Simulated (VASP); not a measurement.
# SiGe (P6_3mc) in VASP: further runs

SiGe is run at these levels: PBEsol; tasks: single point.

All numbers are computed with VASP 6.6.1; they aren't measurements. Logs are shortened: lines on timing, memory, paths and dates and some standing lists are left out, and cuts for length are marked.

## (1) The cell of the first run

Symmetry: P6_3mc, No. 186, hexagonal system. The conventional cell has a = 3.589 Å, b = 3.589 Å, c = 6.443 Å, α = 90.00°, β = 90.00°, γ = 120.00°. Si (site symmetry 3m) has 4 Ge at 2.23 to 2.41 Å within 2.9 Å. Ge (site symmetry 3m) has 4 Si at 2.23 to 2.41 Å within 2.9 Å.

## (2) Single point, PBEsol (strain -0.080 along x and y, +0.000 along z)

INCAR reads:

```
SYSTEM = SiGe
  PREC = Accurate
  ENCUT = 520
  EDIFF = 1E-6
  ISMEAR = 0
  SIGMA = 0.03
  LREAL = .FALSE.
  LASPH = .TRUE.
  NELM = 60
  ALGO = Normal
  ISIF = 2
  LWAVE = .FALSE.
  LCHARG = .FALSE.
  GGA = PS
  NBANDS = 26
```

KPOINTS reads:

```
regular mesh
0
G
  12 12 6
  0 0 0
```

POSCAR reads:

```
SiGe
1.0
    3.5885491402      0.0000000000      0.0000000000
   -1.7942745701      3.1077747182      0.0000000000
    0.0000000000      0.0000000000      6.4433927881
Si Ge
2 2
Direct
    0.6666666667      0.3333333333      0.8745463420
    0.3333333333      0.6666666667      0.3745463420
    0.6666666667      0.3333333333      0.5004526580
    0.3333333333      0.6666666667      0.0004526580
```

Potentials or basis: VASP PAW PBE potentials, release 64 (Si, Ge_d).

The run is started by

```sh
cat potpaw_PBE.64/Si/POTCAR potpaw_PBE.64/Ge_d/POTCAR > POTCAR
mpirun -np 1 vasp_std > vasp.out
```

OUTCAR:

```text
SYSTEM = SiGe
   PREC = Accurate
   ENCUT = 520
   EDIFF = 1E-6
   ISMEAR = 0
   LREAL = .FALSE.
   LASPH = .TRUE.
   NELM = 60
   ISIF = 2
   GGA = PS

 ion  position               nearest neighbor table
   1  0.667  0.333  0.875-   4 2.23   4 2.23   4 2.23   3 2.41
   2  0.333  0.667  0.375-   3 2.23   3 2.23   3 2.23   4 2.41
   3  0.667  0.333  0.500-   2 2.23   2 2.23   2 2.23   1 2.41
   4  0.333  0.667  0.000-   1 2.23   1 2.23   1 2.23   2 2.41

  LATTYP: Found a hexagonal cell.
 ALAT       =     3.5885491402
 C/A-ratio  =     1.7955425818

  Lattice vectors:

 A1 = (   3.5885491402,   0.0000000000,   0.0000000000)
 A2 = (  -1.7942745701,   3.1077747182,   0.0000000000)
 A3 = (   0.0000000000,   0.0000000000,   6.4433927881)

Analysis of symmetry for initial positions (statically):
=====================================================================
 Subroutine PRICEL returns:
 Original cell was already a primitive cell.

 Routine SETGRP: Setting up the symmetry group for a
 hexagonal supercell.

 Subroutine GETGRP returns: Found 12 space group operations
 (whereof  6 operations were pure point group operations)
 out of a pool of 24 trial point group operations.

The static configuration has the point symmetry C_3v.
 The point group associated with its full space group is C_6v.

Analysis of symmetry for dynamics (positions and initial velocities):
=====================================================================
 Subroutine PRICEL returns:
 Original cell was already a primitive cell.

 Routine SETGRP: Setting up the symmetry group for a
 hexagonal supercell.

 Subroutine GETGRP returns: Found 12 space group operations
 (whereof  6 operations were pure point group operations)
 out of a pool of 24 trial point group operations.

The dynamic configuration has the point symmetry C_3v.
 The point group associated with its full space group is C_6v.

 Subroutine INISYM returns: Found 12 space group operations
 (whereof  6 operations are pure point group operations),
 and found     1 'primitive' translations

----------------------------------------------------------------------------------------

                                     Primitive cell

  volume of cell :      71.8593

  direct lattice vectors                    reciprocal lattice vectors
     3.588549140  0.000000000  0.000000000     0.278664151  0.160886823  0.000000000
    -1.794274570  3.107774718  0.000000000     0.000000000  0.321773645  0.000000000
     0.000000000  0.000000000  6.443392788     0.000000000  0.000000000  0.155197740

  length of vectors
     3.588549140  3.588549140  6.443392788     0.321773645  0.321773645  0.155197740

  position of ions in fractional coordinates (direct lattice)
     0.666666667  0.333333333  0.874546342
     0.333333333  0.666666667  0.374546342
     0.666666667  0.333333333  0.500452658
     0.333333333  0.666666667  0.000452658

  ion indices of the primitive-cell ions
   primitive index   ion index
                 1           1
                 2           2
                 3           3
                 4           4

----------------------------------------------------------------------------------------

 KPOINTS: regular mesh

Automatic generation of k-mesh.
 Grid dimensions read from file:
 generate k-points for:   12   12    6

 Generating k-lattice:

  Cartesian coordinates                     Fractional coordinates (reciprocal lattice)
     0.023222013  0.013407235  0.000000000     0.083333333  0.000000000  0.000000000
     0.000000000  0.026814470  0.000000000     0.000000000  0.083333333  0.000000000
     0.000000000  0.000000000  0.025866290     0.000000000  0.000000000  0.166666667

  Length of vectors
     0.026814470  0.026814470  0.025866290

  Shift w.r.t. Gamma in fractional coordinates (k-lattice)
     0.000000000  0.000000000  0.000000000

 Subroutine IBZKPT returns following result:
 ===========================================

 Found     76 irreducible k-points:

 Following reciprocal coordinates:
            Coordinates               Weight
  0.000000  0.000000  0.000000      1.000000
  0.083333  0.000000  0.000000      6.000000
  0.166667  0.000000  0.000000      6.000000
  0.250000  0.000000  0.000000      6.000000
  0.333333  0.000000  0.000000      6.000000
  0.416667  0.000000  0.000000      6.000000
[... 16 lines left out ...]
  0.250000  0.000000  0.166667     12.000000
  0.333333  0.000000  0.166667     12.000000
 [... further k-points ...]
   k-points           NKPTS =     76   k-points in BZ     NKDIM =     76   number of bands    NBANDS=     26
   number of dos      NEDOS =    301   number of ions     NIONS =      4
   total plane-waves  NPLWV =  37632
   dimension x,y,z NGX =    28 NGY =   28 NGZ =   48
   dimension x,y,z NGXF=    56 NGYF=   56 NGZF=   96
   ions per type =               2   2
   NGX,Y,Z   is equivalent  to a cutoff of  12.97, 12.97, 12.38 a.u.
   NGXF,Y,Z  is equivalent  to a cutoff of  25.94, 25.94, 24.77 a.u.
 SYSTEM =  SiGe
   PREC   = accura    normal or accurate (medium, high low for compatibility)
   ISTART =      0    job   : 0-new  1-cont  2-samecut
   ICHARG =      2    charge: 1-file 2-atom 10-const
   ISPIN  =      1    spin polarized calculation?
   LNONCOLLINEAR =      F non collinear calculations
   LSORBIT =      F    spin-orbit coupling
   LASPH  =      T    aspherical Exc in radial PAW
   ENCUT  =  520.0 eV  38.22 Ry    6.18 a.u.   6.67  6.67 11.98*2*pi/ulx,y,z
   NELM   =     60;   NELMIN=  2; NELMDL= -5     # of ELM steps
   EDIFF  = 0.1E-05   stopping-criterion for ELM
   LREAL  =      F    real-space projection
   EDIFFG = 0.1E-04   stopping-criterion for IOM
   NSW    =      0    number of steps for IOM
   IBRION =     -1    ionic relax: 0-MD 1-quasi-New 2-CG
   NFREE  =      0    steps in history (QN), initial steepest desc. (CG)
   ISIF   =      2    stress and relaxation
   ISYM   =      2    0-nonsym 1-usesym 2-fastsym
   POTIM  = 0.5000    time-step for ionic-motion
   TEBEG  =    0.0;   TEEND  =   0.0 temperature during run
   PSTRESS=    0.0 pullay stress
   NELECT =      36.0000    total number of electrons
   NUPDOWN=      -1.0000    fix difference up-down
   EMIN   =  10.00;   EMAX   =-10.00  energy-range for DOS
   EFERMI =   0.00;   METHOD = LEGACY
   ISMEAR =     0;   SIGMA  =   0.03  broadening in eV -4-tet -1-fermi 0-gaus
   EFERMI_NEDOS =   21; number of points for ismear=-14 and -15
   IALGO  =     38    algorithm
   IMIX   =      4    mixing-type and parameters
     AMIX     =   0.40;   BMIX     =  1.00
     AMIX_MAG =   1.60;   BMIX_MAG =  1.00
  volume/ion in A,a.u.               =      17.96       121.23
  Fermi-wavevector in a.u.,A,eV,Ry     =   1.300213  2.457047 23.001397  1.690555
  Thomas-Fermi vector in A             =   2.431427
   LORBIT       =      0    0 simple, 1 ext, 2 COOP (PROOUT), +10 PAW based schemes
   GGA     = PS    functional components
   LHFCALC =     F    Hartree Fock is set to
   AEXX    =    0.0000 exact exchange contribution
   IVDW    =     0    specifies the selected vdW correction
   LEPSILON=     F    determine dielectric tensor
   LRPA    =     F    only Hartree local field effects (RPA)
 non-spin polarized calculation
 Gauss-broadening in eV      SIGMA  =   0.03
  energy-cutoff  :      520.00
  volume of cell :       71.86
 maximum number of plane-waves:      1962
 NGX is ok and might be reduce to    28
   NGX = 13   NGY = 13   NGZ = 23

 number of electron      35.9999987 magnetization

 Free energy of the ion-electron system (eV)
  ---------------------------------------------------
  ext. energy  EPLUGINS =         0.00000000
  ---------------------------------------------------
  free energy    TOTEN  =       -20.26313779 eV

  energy without entropy =      -20.26312268  energy(sigma->0) =      -20.26313023

 E-fermi :   7.5505     XC(G=0): -10.6266

 val. band max:        7.5105371789   @ k =   0.0000   0.0000   0.0000
 cond. band min:       7.6052358399   @ k =   0.4167   0.0000   0.3333
 fundamental gap:      0.0946986610
 Fermi energy:         7.5505134587

 k-point     1 :       0.0000    0.0000    0.0000
  band No.  band energies     occupation
      1     -17.3574      2.00000
      2     -17.3574      2.00000
      3     -17.3537      2.00000
      4     -17.3537      2.00000
      5     -17.3522      2.00000
      6     -17.3503      2.00000
[... 18 lines left out ...]
     25      11.9136      0.00000
     26      14.4418      0.00000

 k-point     2 :       0.0833    0.0000    0.0000
  band No.  band energies     occupation
      1     -17.3580      2.00000
      2     -17.3565      2.00000
      3     -17.3556      2.00000
      4     -17.3526      2.00000
      5     -17.3512      2.00000
      6     -17.3479      2.00000
[... 18 lines left out ...]
     25      12.5917      0.00000
     26      13.5222      0.00000

 k-point     3 :       0.1667    0.0000    0.0000
  band No.  band energies     occupation
      1     -17.3600      2.00000
      2     -17.3585      2.00000
      3     -17.3541      2.00000
      4     -17.3497      2.00000
      5     -17.3483      2.00000
      6     -17.3437      2.00000
[... 18 lines left out ...]
     25      13.3439      0.00000
     26      14.0637      0.00000

 k-point     4 :       0.2500    0.0000    0.0000
  band No.  band energies     occupation
      1     -17.3631      2.00000
      2     -17.3611      2.00000
      3     -17.3514      2.00000
      4     -17.3460      2.00000
      5     -17.3444      2.00000
      6     -17.3390      2.00000
[... 18 lines left out ...]
     25      14.2028      0.00000
     26      14.5334      0.00000
[... 496 lines left out ...]
      1     -17.3599      2.00000
      2     -17.3587      2.00000
      3     -17.3538      2.00000
      4     -17.3500      2.00000
      5     -17.3479      2.00000
      6     -17.3440      2.00000
[... 18 lines left out ...]
     25      13.1521      0.00000
     26      14.0092      0.00000

 k-point    23 :       0.2500    0.0000    0.1667
  band No.  band energies     occupation
      1     -17.3631      2.00000
      2     -17.3614      2.00000
      3     -17.3510      2.00000
      4     -17.3464      2.00000
      5     -17.3440      2.00000
      6     -17.3394      2.00000
[... 18 lines left out ...]
     25      14.4329      0.00000
     26      14.4449      0.00000

 k-point    24 :       0.3333    0.0000    0.1667
  band No.  band energies     occupation
      1     -17.3662      2.00000
      2     -17.3639      2.00000
      3     -17.3487      2.00000
      4     -17.3432      2.00000
      5     -17.3405      2.00000
      6     -17.3354      2.00000
[... 18 lines left out ...]
     25      14.9608      0.00000
     26      15.7129      0.00000

 [... further k-points ...]

------------------------ aborting loop because EDIFF is reached ----------------------------------------

  FORCE on cell =-STRESS in cart. coord.  units (eV):
  Direction    XX          YY          ZZ          XY          YZ          ZX
  --------------------------------------------------------------------------------------
  -------------------------------------------------------------------------------------
  Total       12.8678917     12.8678917      1.9189958      0.0000000      0.0000000      0.0000000
  in kB      286.9029053    286.9029053     42.7859894      0.0000000      0.0000000      0.0000000
  external PRESSURE =     205.5306000 kB  Pullay stress =       0.0000000 kB

 VOLUME and BASIS-vectors are now :
 -----------------------------------------------------------------------------
  energy-cutoff  :      520.00
  volume of cell :       71.86
      direct lattice vectors                 reciprocal lattice vectors
     3.588549140  0.000000000  0.000000000     0.278664151  0.160886823  0.000000000
    -1.794274570  3.107774718  0.000000000     0.000000000  0.321773645  0.000000000
     0.000000000  0.000000000  6.443392788     0.000000000  0.000000000  0.155197740

 POSITION                                       TOTAL-FORCE (eV/Angst)
 -----------------------------------------------------------------------------------
      1.79427      1.03592      5.63505         0.000000      0.000000     -1.394591
     -0.00000      2.07185      2.41335         0.000000     -0.000000     -1.394591
      1.79427      1.03592      3.22461         0.000000     -0.000000      1.394591
     -0.00000      2.07185      0.00292        -0.000000      0.000000      1.394591
 -----------------------------------------------------------------------------------
    total drift:                               -0.000000     -0.000001      0.000011

  FREE ENERGIE OF THE ION-ELECTRON SYSTEM (eV)
  ---------------------------------------------------
  free  energy   TOTEN  =       -20.2631377870 eV

  energy  without entropy=      -20.2631226825  energy(sigma->0) =      -20.26313023
```

It took 94 s on 1 thread of Intel Xeon 6975P-C, shared host; peak memory 0.26 GiB.

Results:

```yaml
Free_energy: -20.2631 eV
Pressure: 20.6 GPa
Largest_force: 1.395 eV/Å
Band_gap_on_the_k_mesh: 0.09 eV, indirect (least direct gap 0.65 eV)
```

Forces in eV/Å, atoms in the order of the input:
```
Si   0.000  0.000 -1.395
Si   0.000  0.000 -1.395
Ge   0.000  0.000  1.395
Ge   0.000  0.000  1.395
```

Caveat: the cell differs from its parent crystal (strain -0.080 along x and y, +0.000 along z); the PAW data sets were made with another functional, which shifts forces and pressure a little. A k mesh can miss the band edges.

## (3) Single point, PBEsol (strain -0.040 along x and y, +0.000 along z)

INCAR reads:

```
SYSTEM = SiGe
ALGO = Normal
EDIFF = 1E-6
ENCUT = 520
GGA = PS
ISIF = 2
ISMEAR = 0
LASPH = .TRUE.
LCHARG = .FALSE.
LREAL = .FALSE.
LWAVE = .FALSE.
NBANDS = 26
NELM = 80
PREC = Accurate
SIGMA = 0.03
```

KPOINTS reads:

```
k-points
0
G
  12 12 6
  0 0 0
```

Changes to POSCAR since step 2:

```diff
@@ -2,4 +2,4 @@
 1.0
-    3.5885491402      0.0000000000      0.0000000000
-   -1.7942745701      3.1077747182      0.0000000000
+    3.7445730159      0.0000000000      0.0000000000
+   -1.8722865080      3.2428953581      0.0000000000
     0.0000000000      0.0000000000      6.4433927881
```

Potentials or basis: VASP PAW PBE potentials, release 64 (Si, Ge_d).

The run is started by

```sh
cat potpaw_PBE.64/Si/POTCAR potpaw_PBE.64/Ge_d/POTCAR > POTCAR
mpirun -np 1 vasp_std > vasp.out
```

Wall time 90 s (1 thread of Intel Xeon 6975P-C, shared host); peak memory 0.27 GiB.

Results (log left out):

```
Free energy            : -21.0411 eV
Pressure               : 8.1 GPa
Largest force          : 0.546 eV/Å
Band gap on the k mesh : 0.30 eV, indirect (least direct gap 1.09 eV)
```

Forces in eV/Å, atoms in the order of the input:
```
Si   0.000  0.000 -0.546
Si   0.000  0.000 -0.546
Ge   0.000  0.000  0.546
Ge   0.000  0.000  0.546
```

Stress tensor (GPa, compression positive):
```
11.43  0.00  0.00
 0.00 11.43  0.00
 0.00  0.00  1.44
```

Levels at points of the mesh, in eV from the valence-band top:
```csv
k point,band 16,band 17,band 18,band 19,band 20,band 21
"(0.00, 0.00, 0.00)",-0.48,0.00,0.00,1.09,1.34,2.22
"(0.50, 0.00, 0.00)",-3.33,-3.32,-1.75,0.38,2.05,3.04
"(0.00, 0.00, 0.50)",-0.91,-0.91,-0.91,1.81,1.81,3.21
"(0.50, 0.00, 0.50)",-2.95,-2.69,-2.69,0.55,0.55,1.54
```

Caveat: the cell differs from its parent crystal (strain -0.040 along x and y, +0.000 along z); the PAW data sets were made with another functional, which shifts forces and pressure a little. A k mesh can miss the band edges.
